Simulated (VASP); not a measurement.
# K in VASP: a series of runs

The runs below take K through single point, with PBE.

Everything below comes from runs of VASP 6.6.1. Logs are shortened: lines on timing, memory, paths and dates and some standing lists are left out, and cuts for length are marked.

### Step 1. The cell of the first run

The cell holds a slab with vacuum, 2 atoms: a = 8.138 Å, b = 7.766 Å, c = 9.000 Å, α = 90.00°, β = 90.00°, γ = 90.00°.

### Step 2. Single point, PBE

INCAR

```
PREC     = Accurate       # precision mode
ENCUT    = 520            # plane-wave cutoff, eV
EDIFF    = 1E-6           # SCF threshold, eV
ISMEAR   = -1             # smearing method
SIGMA    = 0.05           # smearing width, eV
LREAL    = F              # projectors in reciprocal space
LASPH    = T              # aspherical terms in the spheres
NELM     = 80             # most SCF steps
ALGO     = Normal         # electronic algorithm
ISIF     = 2              # what is computed and relaxed
LWAVE    = F              # write WAVECAR
LCHARG   = F              # write CHGCAR
LDIPOL   = T            
IDIPOL   = 3            
DIPOL    = 0.5 0.5 0.500
GGA      = PE             # functional
NBANDS   = 16             # bands
```

KPOINTS

```
Automatic mesh
0
Gamma
  4 5 1
```

POSCAR

```
K
1.0
    8.1375084180      0.0000000000      0.0000000000
    0.0000000000      7.7663174960      0.0000000000
    0.0000000000      0.0000000000      9.0000000000
K
2
Direct
    0.3333333330      0.7500000000      0.5000000000
    0.6666666670      0.2500000000      0.5000000000
```

Potentials or basis: VASP PAW PBE potentials, release 64 (K_sv).

Launch:

```console
> cat potpaw_PBE.64/K_sv/POTCAR > POTCAR
> mpirun -np 1 vasp_std > vasp.out
```

OUTCAR:

```text
PREC = Accurate
   ENCUT = 520
   EDIFF = 1E-6
   ISMEAR = -1
   LREAL = F
   LASPH = T
   NELM = 80
   ISIF = 2
   GGA = PE

 ion  position               nearest neighbor table
   1  0.333  0.750  0.500-
   2  0.667  0.250  0.500-

  LATTYP: Found a simple orthorhombic cell.
 ALAT       =     7.7663174960
 B/A-ratio  =     1.0477949713
 C/A-ratio  =     1.1588503824

  Lattice vectors:

 A1 = (   0.0000000000,  -7.7663174960,   0.0000000000)
 A2 = (   8.1375084180,   0.0000000000,   0.0000000000)
 A3 = (   0.0000000000,   0.0000000000,   9.0000000000)

Analysis of symmetry for initial positions (statically):
=====================================================================
 Subroutine PRICEL returns:
 Original cell was already a primitive cell.

 Routine SETGRP: Setting up the symmetry group for a
 simple orthorhombic supercell.

 Subroutine GETGRP returns: Found  8 space group operations
 (whereof  4 operations were pure point group operations)
 out of a pool of  8 trial point group operations.

The static configuration has the point symmetry C_2h.
 The point group associated with its full space group is D_2h.

Analysis of symmetry for dynamics (positions and initial velocities):
=====================================================================
 Subroutine PRICEL returns:
 Original cell was already a primitive cell.

 Routine SETGRP: Setting up the symmetry group for a
 simple orthorhombic supercell.

 Subroutine GETGRP returns: Found  8 space group operations
 (whereof  4 operations were pure point group operations)
 out of a pool of  8 trial point group operations.

The dynamic configuration has the point symmetry C_2h.
 The point group associated with its full space group is D_2h.

 Subroutine INISYM returns: Found  8 space group operations
 (whereof  4 operations are pure point group operations),
 and found     1 'primitive' translations

----------------------------------------------------------------------------------------

                                     Primitive cell

  volume of cell :     568.7863

  direct lattice vectors                    reciprocal lattice vectors
     8.137508418  0.000000000  0.000000000     0.122887738  0.000000000  0.000000000
     0.000000000  7.766317496  0.000000000     0.000000000  0.128761154  0.000000000
     0.000000000  0.000000000  9.000000000     0.000000000  0.000000000  0.111111111

  length of vectors
     8.137508418  7.766317496  9.000000000     0.122887738  0.128761154  0.111111111

  position of ions in fractional coordinates (direct lattice)
     0.333333333  0.750000000  0.500000000
     0.666666667  0.250000000  0.500000000

  ion indices of the primitive-cell ions
   primitive index   ion index
                 1           1
                 2           2

----------------------------------------------------------------------------------------

 KPOINTS: Automatic mesh

Automatic generation of k-mesh.
 Grid dimensions read from file:
 generate k-points for:    4    5    1

 Generating k-lattice:

  Cartesian coordinates                     Fractional coordinates (reciprocal lattice)
     0.030721934  0.000000000  0.000000000     0.250000000  0.000000000  0.000000000
     0.000000000  0.025752231  0.000000000     0.000000000  0.200000000  0.000000000
     0.000000000  0.000000000  0.111111111     0.000000000  0.000000000  1.000000000

  Length of vectors
     0.030721934  0.025752231  0.111111111

  Shift w.r.t. Gamma in fractional coordinates (k-lattice)
     0.000000000  0.000000000  0.000000000

 Subroutine IBZKPT returns following result:
 ===========================================

 Found      9 irreducible k-points:

 Following reciprocal coordinates:
            Coordinates               Weight
  0.000000  0.000000  0.000000      1.000000
  0.250000  0.000000  0.000000      2.000000
  0.500000  0.000000  0.000000      1.000000
  0.000000  0.200000  0.000000      2.000000
  0.250000  0.200000  0.000000      4.000000
  0.500000  0.200000  0.000000      2.000000
  0.000000  0.400000  0.000000      2.000000
  0.250000  0.400000  0.000000      4.000000
  0.500000  0.400000  0.000000      2.000000
   k-points           NKPTS =      9   k-points in BZ     NKDIM =      9   number of bands    NBANDS=     16
   number of dos      NEDOS =    301   number of ions     NIONS =      2
   total plane-waves  NPLWV = 268800
   dimension x,y,z NGX =    64 NGY =   60 NGZ =   70
   dimension x,y,z NGXF=   128 NGYF=  120 NGZF=  140
   ions per type =               2
   NGX,Y,Z   is equivalent  to a cutoff of  13.07, 12.84, 12.93 a.u.
   NGXF,Y,Z  is equivalent  to a cutoff of  26.15, 25.69, 25.86 a.u.
 SYSTEM =  unknown system
   PREC   = accura    normal or accurate (medium, high low for compatibility)
   ISTART =      0    job   : 0-new  1-cont  2-samecut
   ICHARG =      2    charge: 1-file 2-atom 10-const
   ISPIN  =      1    spin polarized calculation?
   LNONCOLLINEAR =      F non collinear calculations
   LSORBIT =      F    spin-orbit coupling
   LASPH  =      T    aspherical Exc in radial PAW
   ENCUT  =  520.0 eV  38.22 Ry    6.18 a.u.  15.13 14.44 16.73*2*pi/ulx,y,z
   NELM   =     80;   NELMIN=  2; NELMDL= -5     # of ELM steps
   EDIFF  = 0.1E-05   stopping-criterion for ELM
   LREAL  =      F    real-space projection
   EDIFFG = 0.1E-04   stopping-criterion for IOM
   NSW    =      0    number of steps for IOM
   IBRION =     -1    ionic relax: 0-MD 1-quasi-New 2-CG
   NFREE  =      0    steps in history (QN), initial steepest desc. (CG)
   ISIF   =      2    stress and relaxation
   ISYM   =      2    0-nonsym 1-usesym 2-fastsym
   POTIM  = 0.5000    time-step for ionic-motion
   TEBEG  =    0.0;   TEEND  =   0.0 temperature during run
   PSTRESS=    0.0 pullay stress
   NELECT =      18.0000    total number of electrons
   NUPDOWN=      -1.0000    fix difference up-down
   EMIN   =  10.00;   EMAX   =-10.00  energy-range for DOS
   EFERMI =   0.00;   METHOD = LEGACY
   ISMEAR =    -1;   SIGMA  =   0.05  broadening in eV -4-tet -1-fermi 0-gaus
   EFERMI_NEDOS =   21; number of points for ismear=-14 and -15
   IALGO  =     38    algorithm
   IMIX   =      4    mixing-type and parameters
     AMIX     =   0.40;   BMIX     =  1.00
     AMIX_MAG =   1.60;   BMIX_MAG =  1.00
  volume/ion in A,a.u.               =     284.39      1919.18
  Fermi-wavevector in a.u.,A,eV,Ry     =   0.517825  0.978547  3.648297  0.268142
  Thomas-Fermi vector in A             =   1.534423
   LORBIT       =      0    0 simple, 1 ext, 2 COOP (PROOUT), +10 PAW based schemes
   GGA     = PE    functional components
   LHFCALC =     F    Hartree Fock is set to
   AEXX    =    0.0000 exact exchange contribution
   IVDW    =     0    specifies the selected vdW correction
   LEPSILON=     F    determine dielectric tensor
   LRPA    =     F    only Hartree local field effects (RPA)
 non-spin polarized calculation
  energy-cutoff  :      520.00
  volume of cell :      568.79
 maximum number of plane-waves:     15331
 NGX is ok and might be reduce to    64
   NGX = 31   NGY = 29   NGZ = 33

 number of electron      18.0000002 magnetization

 dipolmoment           0.000000      0.000000      0.000000 electrons x Angstroem

 Free energy of the ion-electron system (eV)
  ---------------------------------------------------
  ext. energy  EPLUGINS =         0.00000000
  ---------------------------------------------------
  free energy    TOTEN  =        -1.25281977 eV

  energy without entropy =       -1.24152399  energy(sigma->0) =       -1.24717188

 E-fermi :  -1.7023     XC(G=0):  -2.8730

 val. band max:       -1.7853176523   @ k =   0.5000   0.4000   0.0000
 cond. band min:      -1.5905684640   @ k =   0.0000   0.4000   0.0000
 fundamental gap:      0.1947491883
 Fermi energy:        -1.7022585308

 k-point     1 :       0.0000    0.0000    0.0000
  band No.  band energies     occupation
      1     -34.5209      2.00000
      2     -34.5199      2.00000
      3     -18.0025      2.00000
      4     -17.9997      2.00000
      5     -17.9930      2.00000
      6     -17.9848      2.00000
[... 8 lines left out ...]
     15       0.1203      0.00000
     16       1.1262      0.00000

 k-point     2 :       0.2500    0.0000    0.0000
  band No.  band energies     occupation
      1     -34.5209      2.00000
      2     -34.5199      2.00000
      3     -18.0025      2.00000
      4     -17.9997      2.00000
      5     -17.9929      2.00000
      6     -17.9849      2.00000
[... 8 lines left out ...]
     15       0.7840      0.00000
     16       0.8593      0.00000

 k-point     3 :       0.5000    0.0000    0.0000
  band No.  band energies     occupation
      1     -34.5209      2.00000
      2     -34.5199      2.00000
      3     -18.0025      2.00000
      4     -17.9997      2.00000
      5     -17.9928      2.00000
      6     -17.9851      2.00000
[... 8 lines left out ...]
     15       0.4331      0.00000
     16       0.6161      0.00000

 k-point     4 :       0.0000    0.2000    0.0000
  band No.  band energies     occupation
      1     -34.5208      2.00000
      2     -34.5200      2.00000
      3     -18.0022      2.00000
      4     -18.0000      2.00000
      5     -17.9930      2.00000
      6     -17.9887      2.00000
[... 8 lines left out ...]
     15       0.7043      0.00000
     16       0.8274      0.00000

 k-point     5 :       0.2500    0.2000    0.0000
  band No.  band energies     occupation
      1     -34.5208      2.00000
      2     -34.5200      2.00000
      3     -18.0022      2.00000
      4     -18.0000      2.00000
      5     -17.9929      2.00000
      6     -17.9888      2.00000
[... 8 lines left out ...]
     15       0.8257      0.00000
     16       0.8358      0.00000

 k-point     6 :       0.5000    0.2000    0.0000
  band No.  band energies     occupation
      1     -34.5208      2.00000
      2     -34.5200      2.00000
      3     -18.0022      2.00000
      4     -18.0000      2.00000
      5     -17.9928      2.00000
      6     -17.9889      2.00000
[... 8 lines left out ...]
     15       0.5638      0.00000
     16       0.8778      0.00000

 k-point     7 :       0.0000    0.4000    0.0000
  band No.  band energies     occupation
      1     -34.5205      2.00000
      2     -34.5202      2.00000
      3     -18.0015      2.00000
      4     -18.0007      2.00000
      5     -17.9926      2.00000
      6     -17.9914      2.00000
[... 8 lines left out ...]
     15       0.4654      0.00000
     16       0.5262      0.00000

 k-point     8 :       0.2500    0.4000    0.0000
  band No.  band energies     occupation
      1     -34.5205      2.00000
      2     -34.5202      2.00000
      3     -18.0015      2.00000
      4     -18.0007      2.00000
      5     -17.9927      2.00000
      6     -17.9915      2.00000
[... 8 lines left out ...]
     15       0.6281      0.00000
     16       0.9888      0.00000

 k-point     9 :       0.5000    0.4000    0.0000
  band No.  band energies     occupation
      1     -34.5205      2.00000
      2     -34.5202      2.00000
      3     -18.0015      2.00000
      4     -18.0007      2.00000
      5     -17.9927      2.00000
      6     -17.9916      2.00000
[... 8 lines left out ...]
     15       0.7620      0.00000
     16       0.8213      0.00000

------------------------ aborting loop because EDIFF is reached ----------------------------------------

 vacuum level on the upper side and lower side of the slab       (xc-potential included)        -1.554        -1.554

  FORCE on cell =-STRESS in cart. coord.  units (eV):
  Direction    XX          YY          ZZ          XY          YZ          ZX
  --------------------------------------------------------------------------------------
  -------------------------------------------------------------------------------------
  Total       -0.6545953     -0.9243075     -0.6390879      0.0000000      0.0000000      0.0000000
  in kB       -1.8438872     -2.6036221     -1.8002056      0.0000000      0.0000000      0.0000000
  external PRESSURE =      -2.0825716 kB  Pullay stress =       0.0000000 kB

 VOLUME and BASIS-vectors are now :
 -----------------------------------------------------------------------------
  energy-cutoff  :      520.00
  volume of cell :      568.79
      direct lattice vectors                 reciprocal lattice vectors
     8.137508418  0.000000000  0.000000000     0.122887738  0.000000000  0.000000000
     0.000000000  7.766317496  0.000000000     0.000000000  0.128761154  0.000000000
     0.000000000  0.000000000  9.000000000     0.000000000  0.000000000  0.111111111

 POSITION                                       TOTAL-FORCE (eV/Angst)
 -----------------------------------------------------------------------------------
      2.71250      5.82474      4.50000         0.058322      0.000000     -0.000000
      5.42501      1.94158      4.50000        -0.058322     -0.000000      0.000000
 -----------------------------------------------------------------------------------
    total drift:                                0.000000     -0.000000     -0.000000

  FREE ENERGIE OF THE ION-ELECTRON SYSTEM (eV)
  ---------------------------------------------------
  free  energy   TOTEN  =        -1.2528197749 eV

  energy  without entropy=       -1.2415239890  energy(sigma->0) =       -1.24717188

 vacuum level on the upper side and lower side of the slab        -0.674        -0.674
```

Wall time 78 s (1 thread of Intel Xeon Platinum 8488C (Sapphire Rapids), shared host); peak memory 0.55 GiB.

Results:

| Property | Result |
| --- | --- |
| Free energy | -1.2528 eV |
| Largest force | 0.058 eV/Å |

Forces in eV/Å, atoms in the order of the input:
```
K    0.058  0.000  0.000
K   -0.058  0.000  0.000
```

Levels at points of the mesh, in eV from the Fermi level:
| k point | band 6 | band 7 | band 8 | band 9 | band 10 | band 11 | band 12 | band 13 |
| --- | --- | --- | --- | --- | --- | --- | --- | --- |
| (0.00, 0.00, 0.00) | -16.28 | -16.28 | -16.26 | -0.84 | 1.39 | 1.47 | 1.62 | 1.63 |
| (0.50, 0.00, 0.00) | -16.28 | -16.28 | -16.26 | -0.50 | 0.13 | 1.67 | 1.81 | 2.06 |

### Step 3. Single point, PBE

This run uses another cell than the first one.

INCAR

```
SYSTEM = K
  PREC = Accurate
  ENCUT = 520
  EDIFF = 1E-6
  ISMEAR = -1
  SIGMA = 0.05
  LREAL = .FALSE.
  LASPH = .TRUE.
  NELM = 80
  ALGO = Normal
  ISIF = 2
  LWAVE = .FALSE.
  LCHARG = .FALSE.
  LDIPOL = .TRUE.
  IDIPOL = 3
  DIPOL = 0.5 0.5 0.500
  GGA = PE
  NBANDS = 16
```

KPOINTS

```
regular mesh
0
G
  4 5 1
  0 0 0
```

Changes to POSCAR since step 2:

```diff
@@ -4,3 +4,3 @@
     0.0000000000      7.7663174960      0.0000000000
-    0.0000000000      0.0000000000      9.0000000000
+    0.0000000000      0.0000000000     20.0000000000
 K
```

Potentials or basis: VASP PAW PBE potentials, release 64 (K_sv).

Launch:

```console
> cat potpaw_PBE.64/K_sv/POTCAR > POTCAR
> mpirun -np 1 vasp_std > vasp.out
```

It took 6 min on 1 thread of Intel Xeon Platinum 8488C (Sapphire Rapids), shared host; peak memory 1 GiB.

The run converged. Its results:

- Free energy: -1.1656 eV
- Largest force: 0.061 eV/Å

Forces in eV/Å, atoms in the order of the input:
```
K    0.061  0.000  0.000
K   -0.061  0.000  0.000
```

Levels at points of the mesh, in eV from the Fermi level:
| k point | band 7 | band 8 | band 9 | band 10 | band 11 | band 12 |
| --- | --- | --- | --- | --- | --- | --- |
| (0.00, 0.00, 0.00) | -16.28 | -16.26 | -0.85 | 0.93 | 1.48 | 1.61 |
| (0.50, 0.00, 0.00) | -16.28 | -16.26 | -0.50 | 0.13 | 1.25 | 1.66 |

[end of part 1 of 2]
